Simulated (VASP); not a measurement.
# AlN (P6_3mc) in VASP: notebook

Runs on AlN. Level: r2SCAN. Tasks: single point.

All numbers are computed with VASP 6.6.1; they aren't measurements. Logs are shortened: lines on timing, memory, paths and dates and some standing lists are left out, and cuts for length are marked.

### Step 1. The cell of the first run

Symmetry: P6_3mc, No. 186, hexagonal system. Conventional cell: a = 3.111 Å, b = 3.111 Å, c = 4.978 Å, α = 90.00°, β = 90.00°, γ = 120.00°. Al (site symmetry 3m) has 4 N at 1.86 to 1.99 Å within 2.5 Å. N (site symmetry 3m) has 4 Al at 1.86 to 1.99 Å within 2.5 Å.

### Step 2. Single point, r2SCAN (mode 7 (591.5 1/cm) frozen in, largest displacement +0.050 Å)

Contents of POSCAR:

```
AlN
1.0
    3.1110021516      0.0000000000      0.0000000000
   -1.5555010758      2.6942068945      0.0000000000
    0.0000000000      0.0000000000      4.9780000000
Al N
2 2
Direct
    0.3333333333      0.6666666667     -0.0052142702
    0.6666666667      0.3333333333      0.4947857298
    0.3333333333      0.6666666667      0.3950441945
    0.6666666667      0.3333333333      0.8950441945
```

Contents of INCAR.step1:

```
SYSTEM = AlN
ALGO = Normal
EDIFF = 1E-4
ENCUT = 520
GGA = PE
ISMEAR = 0
LASPH = .TRUE.
LCHARG = .FALSE.
LREAL = .FALSE.
LWAVE = .TRUE.
NBANDS = 16
NELM = 100
PREC = Accurate
SIGMA = 0.05
```

Contents of INCAR.step2:

```
SYSTEM = AlN
ALGO = Normal
EDIFF = 1E-6
ENCUT = 520
ISIF = 2
ISMEAR = 0
ISTART = 1
LASPH = .TRUE.
LCHARG = .FALSE.
LMIXTAU = .TRUE.
LREAL = .FALSE.
LWAVE = .FALSE.
METAGGA = R2SCAN
NBANDS = 16
NELM = 100
PREC = Accurate
SIGMA = 0.05
```

Contents of KPOINTS:

```
k-points
0
G
  12 12 6
  0 0 0
```

Potentials or basis: VASP PAW PBE potentials, release 64 (Al, N).

Launch:

```sh
> cat potpaw_PBE.64/Al/POTCAR potpaw_PBE.64/N/POTCAR > POTCAR
> cp INCAR.step1 INCAR
> mpirun -np 1 vasp_std > vasp.out
> cp INCAR.step2 INCAR
> mpirun -np 1 vasp_std > vasp.out
```

OUTCAR:

```text
SYSTEM = AlN
   EDIFF = 1E-6
   ENCUT = 520
   ISIF = 2
   ISMEAR = 0
   ISTART = 1
   LASPH = .TRUE.
   LREAL = .FALSE.
   METAGGA = R2SCAN
   NELM = 100
   PREC = Accurate

 ion  position               nearest neighbor table
   1  0.333  0.667  0.995-   4 1.86   4 1.86   4 1.86   3 1.99   2 3.07   2 3.07   2 3.07   2 3.07
                             2 3.07   2 3.07
   2  0.667  0.333  0.495-   3 1.86   3 1.86   3 1.86   4 1.99   1 3.07   1 3.07   1 3.07   1 3.07
                             1 3.07   1 3.07
   3  0.333  0.667  0.395-   2 1.86   2 1.86   2 1.86   1 1.99
   4  0.667  0.333  0.895-   1 1.86   1 1.86   1 1.86   2 1.99

  LATTYP: Found a hexagonal cell.
 ALAT       =     3.1110021516
 C/A-ratio  =     1.6001274694

  Lattice vectors:

 A1 = (   3.1110021516,   0.0000000000,   0.0000000000)
 A2 = (  -1.5555010758,   2.6942068945,   0.0000000000)
 A3 = (   0.0000000000,   0.0000000000,   4.9780000000)

Analysis of symmetry for initial positions (statically):
=====================================================================
 Subroutine PRICEL returns:
 Original cell was already a primitive cell.

 Routine SETGRP: Setting up the symmetry group for a
 hexagonal supercell.

 Subroutine GETGRP returns: Found 12 space group operations
 (whereof  6 operations were pure point group operations)
 out of a pool of 24 trial point group operations.

The static configuration has the point symmetry C_3v.
 The point group associated with its full space group is C_6v.

Analysis of symmetry for dynamics (positions and initial velocities):
=====================================================================
 Subroutine PRICEL returns:
 Original cell was already a primitive cell.

 Routine SETGRP: Setting up the symmetry group for a
 hexagonal supercell.

 Subroutine GETGRP returns: Found 12 space group operations
 (whereof  6 operations were pure point group operations)
 out of a pool of 24 trial point group operations.

The dynamic configuration has the point symmetry C_3v.
 The point group associated with its full space group is C_6v.

 Subroutine INISYM returns: Found 12 space group operations
 (whereof  6 operations are pure point group operations),
 and found     1 'primitive' translations

----------------------------------------------------------------------------------------

                                     Primitive cell

  volume of cell :      41.7240

  direct lattice vectors                    reciprocal lattice vectors
     3.111002152  0.000000000  0.000000000     0.321439829  0.185583372  0.000000000
    -1.555501076  2.694206895  0.000000000     0.000000000  0.371166744  0.000000000
     0.000000000  0.000000000  4.978000000     0.000000000  0.000000000  0.200883889

  length of vectors
     3.111002152  3.111002152  4.978000000     0.371166744  0.371166744  0.200883889

  position of ions in fractional coordinates (direct lattice)
     0.333333333  0.666666667  0.994785730
     0.666666667  0.333333333  0.494785730
     0.333333333  0.666666667  0.395044195
     0.666666667  0.333333333  0.895044195

  ion indices of the primitive-cell ions
   primitive index   ion index
                 1           1
                 2           2
                 3           3
                 4           4

----------------------------------------------------------------------------------------

 KPOINTS: k-points

Automatic generation of k-mesh.
 Grid dimensions read from file:
 generate k-points for:   12   12    6

 Generating k-lattice:

  Cartesian coordinates                     Fractional coordinates (reciprocal lattice)
     0.026786652  0.015465281  0.000000000     0.083333333  0.000000000  0.000000000
     0.000000000  0.030930562  0.000000000     0.000000000  0.083333333  0.000000000
     0.000000000  0.000000000  0.033480648     0.000000000  0.000000000  0.166666667

  Length of vectors
     0.030930562  0.030930562  0.033480648

  Shift w.r.t. Gamma in fractional coordinates (k-lattice)
     0.000000000  0.000000000  0.000000000

 Subroutine IBZKPT returns following result:
 ===========================================

 Found     76 irreducible k-points:

 Following reciprocal coordinates:
            Coordinates               Weight
  0.000000  0.000000  0.000000      1.000000
  0.083333  0.000000  0.000000      6.000000
  0.166667 -0.000000  0.000000      6.000000
  0.250000 -0.000000  0.000000      6.000000
  0.333333 -0.000000  0.000000      6.000000
  0.416667 -0.000000  0.000000      6.000000
[... 16 lines left out ...]
  0.250000 -0.000000  0.166667     12.000000
  0.333333 -0.000000  0.166667     12.000000
 [... further k-points ...]
   k-points           NKPTS =     76   k-points in BZ     NKDIM =     76   number of bands    NBANDS=     16
   number of dos      NEDOS =    301   number of ions     NIONS =      4
   total plane-waves  NPLWV =  23040
   dimension x,y,z NGX =    24 NGY =   24 NGZ =   40
   dimension x,y,z NGXF=    48 NGYF=   48 NGZF=   80
   ions per type =               2   2
   NGX,Y,Z   is equivalent  to a cutoff of  12.83, 12.83, 13.36 a.u.
   NGXF,Y,Z  is equivalent  to a cutoff of  25.65, 25.65, 26.72 a.u.
 SYSTEM =  AlN
   PREC   = accura    normal or accurate (medium, high low for compatibility)
   ISTART =      1    job   : 0-new  1-cont  2-samecut
   ICHARG =      0    charge: 1-file 2-atom 10-const
   ISPIN  =      1    spin polarized calculation?
   LNONCOLLINEAR =      F non collinear calculations
   LSORBIT =      F    spin-orbit coupling
   LASPH  =      T    aspherical Exc in radial PAW
   ENCUT  =  520.0 eV  38.22 Ry    6.18 a.u.   5.78  5.78  9.26*2*pi/ulx,y,z
   NELM   =    100;   NELMIN=  2; NELMDL=  0     # of ELM steps
   EDIFF  = 0.1E-05   stopping-criterion for ELM
   LREAL  =      F    real-space projection
   EDIFFG = 0.1E-04   stopping-criterion for IOM
   NSW    =      0    number of steps for IOM
   IBRION =     -1    ionic relax: 0-MD 1-quasi-New 2-CG
   NFREE  =      0    steps in history (QN), initial steepest desc. (CG)
   ISIF   =      2    stress and relaxation
   ISYM   =      2    0-nonsym 1-usesym 2-fastsym
   POTIM  = 0.5000    time-step for ionic-motion
   TEBEG  =    0.0;   TEEND  =   0.0 temperature during run
   PSTRESS=    0.0 pullay stress
   NELECT =      16.0000    total number of electrons
   NUPDOWN=      -1.0000    fix difference up-down
   EMIN   =  10.00;   EMAX   =-10.00  energy-range for DOS
   EFERMI =   0.00;   METHOD = LEGACY
   ISMEAR =     0;   SIGMA  =   0.05  broadening in eV -4-tet -1-fermi 0-gaus
   EFERMI_NEDOS =   21; number of points for ismear=-14 and -15
   IALGO  =     38    algorithm
   IMIX   =      4    mixing-type and parameters
     AMIX     =   0.40;   BMIX     =  1.00
     AMIX_MAG =   1.60;   BMIX_MAG =  1.00
  volume/ion in A,a.u.               =      10.43        70.39
  Fermi-wavevector in a.u.,A,eV,Ry     =   1.189377  2.247596 19.247033  1.414617
  Thomas-Fermi vector in A             =   2.325485
   LORBIT       =      0    0 simple, 1 ext, 2 COOP (PROOUT), +10 PAW based schemes
   METAGGA = R2SCAN    functional components
   LHFCALC =     F    Hartree Fock is set to
   AEXX    =    0.0000 exact exchange contribution
   IVDW    =     0    specifies the selected vdW correction
   LEPSILON=     F    determine dielectric tensor
   LRPA    =     F    only Hartree local field effects (RPA)
 non-spin polarized calculation
 Gauss-broadening in eV      SIGMA  =   0.05
  energy-cutoff  :      520.00
  volume of cell :       41.72
 maximum number of plane-waves:      1152
 NGX is ok and might be reduce to    24
   NGX = 11   NGY = 11   NGZ = 19

 number of electron      15.9999997 magnetization

 Free energy of the ion-electron system (eV)
  ---------------------------------------------------
  ext. energy  EPLUGINS =         0.00000000
  ---------------------------------------------------
  free energy    TOTEN  =       -38.36323326 eV

  energy without entropy =      -38.36323326  energy(sigma->0) =      -38.36323326

 E-fermi :   6.4182     XC(G=0): -11.4064

 val. band max:        6.2021011856   @ k =   0.0000   0.0000   0.0000
 cond. band min:      10.7883783287   @ k =   0.0000   0.0000   0.0000
 fundamental gap:      4.5862771432
 Fermi energy:         6.4181695853

 k-point     1 :       0.0000    0.0000    0.0000
  band No.  band energies     occupation
      1     -10.0777      2.00000
      2      -7.9690      2.00000
      3      -0.0599      2.00000
      4       4.8663      2.00000
      5       4.8663      2.00000
      6       5.5333      2.00000
[... 8 lines left out ...]
     15      19.8433      0.00000
     16      19.8433      0.00000

 k-point     2 :       0.0833    0.0000    0.0000
  band No.  band energies     occupation
      1      -9.9887      2.00000
      2      -7.9186      2.00000
      3       0.0479      2.00000
      4       4.4707      2.00000
      5       4.7524      2.00000
      6       5.1447      2.00000
[... 8 lines left out ...]
     15      19.9248      0.00000
     16      19.9889      0.00000

 k-point     3 :       0.1667   -0.0000    0.0000
  band No.  band energies     occupation
      1      -9.7299      2.00000
      2      -7.7813      2.00000
      3       0.3657      2.00000
      4       3.4916      2.00000
      5       4.2860      2.00000
      6       4.4830      2.00000
[... 8 lines left out ...]
     15      19.1428      0.00000
     16      19.6324      0.00000
[... 362 lines left out ...]
 k-point    23 :       0.2500   -0.0000    0.1667
  band No.  band energies     occupation
      1      -9.2349      2.00000
      2      -7.7477      2.00000
      3       1.0000      2.00000
      4       2.5196      2.00000
      5       3.1622      2.00000
      6       4.2395      2.00000
[... 8 lines left out ...]
     15      19.1522      0.00000
     16      20.1724      0.00000

 k-point    24 :       0.3333   -0.0000    0.1667
  band No.  band energies     occupation
      1      -8.7592      2.00000
      2      -7.5581      2.00000
      3       0.9375      2.00000
      4       1.9166      2.00000
      5       2.5157      2.00000
      6       3.9746      2.00000
[... 8 lines left out ...]
     15      19.2038      0.00000
     16      21.2245      0.00000

 [... further k-points ...]

------------------------ aborting loop because EDIFF is reached ----------------------------------------

  FORCE on cell =-STRESS in cart. coord.  units (eV):
  Direction    XX          YY          ZZ          XY          YZ          ZX
  --------------------------------------------------------------------------------------
  -------------------------------------------------------------------------------------
  Total        0.7321967      0.7321967     -1.8376437      0.0000000      0.0000000      0.0000000
  in kB       28.1159135     28.1159135    -70.5644165      0.0000000      0.0000000      0.0000000
  external PRESSURE =      -4.7775299 kB  Pullay stress =       0.0000000 kB

 VOLUME and BASIS-vectors are now :
 -----------------------------------------------------------------------------
  energy-cutoff  :      520.00
  volume of cell :       41.72
      direct lattice vectors                 reciprocal lattice vectors
     3.111002152  0.000000000  0.000000000     0.321439829  0.185583372  0.000000000
    -1.555501076  2.694206895  0.000000000     0.000000000  0.371166744  0.000000000
     0.000000000  0.000000000  4.978000000     0.000000000  0.000000000  0.200883889

 POSITION                                       TOTAL-FORCE (eV/Angst)
 -----------------------------------------------------------------------------------
     -0.00000      1.79614      4.95204        -0.000000      0.000000      0.917678
      1.55550      0.89807      2.46304         0.000000      0.000000      0.917678
     -0.00000      1.79614      1.96653        -0.000000      0.000000     -0.917678
      1.55550      0.89807      4.45553         0.000000     -0.000000     -0.917678
 -----------------------------------------------------------------------------------
    total drift:                                0.000000      0.000000     -0.015588

  FREE ENERGIE OF THE ION-ELECTRON SYSTEM (eV)
  ---------------------------------------------------
  free  energy   TOTEN  =       -38.3632332621 eV

  energy  without entropy=      -38.3632332621  energy(sigma->0) =      -38.36323326
```

It took 2.5 min on 1 thread of Intel Xeon 6975P-C, shared host; peak memory 0.19 GiB.

What came out:

- Free energy: -38.3632 eV
- Pressure: -0.5 GPa
- Largest force: 0.918 eV/Å
- Band gap on the k mesh: 4.59 eV, direct

Forces on the atoms (eV/Å):
```
Al   0.000  0.000  0.918
Al   0.000  0.000  0.918
N    0.000  0.000 -0.918
N    0.000  0.000 -0.918
```

Levels at points of the mesh, in eV from the valence-band top:
| k point | band 5 | band 6 | band 7 | band 8 | band 9 | band 10 | band 11 | band 12 |
| --- | --- | --- | --- | --- | --- | --- | --- | --- |
| (0.00, 0.00, 0.00) | -1.34 | -0.67 | -0.67 | 0.00 | 4.59 | 7.26 | 11.50 | 11.67 |
| (0.50, 0.00, 0.00) | -3.56 | -2.55 | -1.88 | -1.13 | 6.31 | 6.31 | 8.64 | 10.87 |
| (0.00, 0.00, 0.50) | -1.01 | -1.01 | -1.01 | -1.01 | 7.04 | 7.04 | 11.00 | 11.00 |
| (0.50, 0.00, 0.50) | -1.91 | -1.91 | -1.55 | -1.55 | 5.76 | 5.76 | 9.66 | 9.66 |

Caveat: the cell differs from its parent crystal (mode 7 (591.5 1/cm) frozen in, largest displacement +0.050 Å); the PAW data sets were made with another functional, which shifts forces and pressure a little. A k mesh can miss the band edges.

[end of part 1 of 2]
